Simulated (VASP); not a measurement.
C:

```
C
1.0
     0.00000    1.76573    1.76573
     1.76573    0.00000    1.76573
     1.76573    1.76573    0.00000
C
2
Direct
  0.50000 0.50000 0.50000
  0.75000 0.75000 0.75000
```

Base run:

- Program: VASP 6.6.1
- Functional: LDA
- Potentials or basis: VASP PAW LDA potentials, release 64 (C_h)
- Cutoff: 910 eV
- k mesh: 12 × 12 × 12
- Occupations: gaussian, width 0.02 eV
- Spin: no spin polarisation

Its results: band gap on the k mesh 4.20 eV, indirect (least direct gap 5.63 eV); pressure 0.8 GPa.

Problem. The run is repeated on the same cell with these changes: potentials or basis from VASP PAW LDA potentials, release 64 (C_h) to VASP PAW LDA potentials, release 64 (C); cutoff from 910 eV to 520 eV; further incar settings from ALGO = Normal; EDIFF = 1e-06; NBANDS = 11 to ALGO = Normal; EDIFF = 1e-07; NBANDS = 11. What comes out?

Solution. Band gap on the k mesh 4.20 eV, indirect (least direct gap 5.63 eV); pressure 1.7 GPa.

Caveats: the cutoff is under 1.25 times the usual one of these potentials, so pressure, stress and relaxed cells hold a basis-set (Pulay) error (some runs).

A k mesh can miss the band edges.
